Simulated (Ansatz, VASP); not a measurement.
## Ag in VASP and in Ansatz

The input POSCAR:

```
Ag
1.0
    0.0000000000      2.0657691607      2.0657691607
    2.0657691607      0.0000000000      2.0657691607
    2.0657691607      2.0657691607      0.0000000000
Ag
1
Direct
    0.0000000000      0.0000000000      0.0000000000
```

File INCAR.step1:

```
PREC     = Accurate       # precision mode
ENCUT    = 520            # plane-wave cutoff, eV
ISMEAR   = -1             # smearing method
SIGMA    = 0.05           # smearing width, eV
LREAL    = False          # projectors in reciprocal space
LASPH    = True           # aspherical terms in the spheres
NELM     = 100            # most SCF steps
NBANDS   = 12             # bands
GGA      = PE             # functional
ALGO     = Normal         # electronic algorithm
EDIFF    = 1E-4           # SCF threshold, eV
LWAVE    = True           # write WAVECAR
LCHARG   = False          # write CHGCAR
```

Contents of INCAR.step2:

```
PREC     = Accurate       # precision mode
ENCUT    = 520            # plane-wave cutoff, eV
EDIFF    = 1E-8           # SCF threshold, eV
ISMEAR   = -1             # smearing method
SIGMA    = 0.05           # smearing width, eV
LREAL    = False          # projectors in reciprocal space
LASPH    = True           # aspherical terms in the spheres
NELM     = 100            # most SCF steps
ALGO     = Normal         # electronic algorithm
ISIF     = 2              # what is computed and relaxed
LWAVE    = False          # write WAVECAR
LCHARG   = False          # write CHGCAR
METAGGA  = R2SCAN         # meta-GGA
LMIXTAU  = True         
LEFG     = True         
NBANDS   = 12             # bands
ISTART   = 1
```

The input KPOINTS:

```
Automatic mesh
0
Gamma
  14 14 14
```

Input for Ansatz:

```yaml
crystal:
  lattice:
    - [0.0, 2.0657691607, 2.0657691607]
    - [2.0657691607, 0.0, 2.0657691607]
    - [2.0657691607, 2.0657691607, 0.0]
  atoms:
    - { symbol: Ag, position: [0.0, 0.0, 0.0] }
kpoints:
  mp_grid: { grid: [14, 14, 14] }
scf:
  occupations: { method: fermi_dirac, width: 0.05 }
hamiltonian:
  xc: r2scan
  pseudopotentials: { kind: paw }
output:
  forces: true
  stress: true
  eigenvalues: true
  efg: { contact_densities: true }
```

Change from the starting cell: volume scaled by 1.02, PAW files.

Alike in both runs: task electric field gradients; functional r2SCAN; k mesh 14 × 14 × 14; occupations fermi-dirac, width 0.05 eV; no spin polarisation.

```csv
,VASP,Ansatz
version,VASP 6.6.1,Ansatz 0.2.0
potentials or method,"VASP PAW PBE potentials, release 64 (Ag)","PAW with Ansatz's default frozen-core files, scalar-relativistic"
plane-wave cutoff (eV),520,500
valence electrons in the cell,11,19
```

VASP gave:

| Quantity | Value |
| --- | --- |
| pressure (GPa) | -1.8 |

Q: What did Ansatz give for the same quantities?

A: Pressure (GPa): -1.9.

VASP's potentials were made for PBE, not for r2SCAN. VASP's potentials hold 11 valence electrons a cell and Ansatz's 19, so a difference there can come from the potentials and not from the codes.
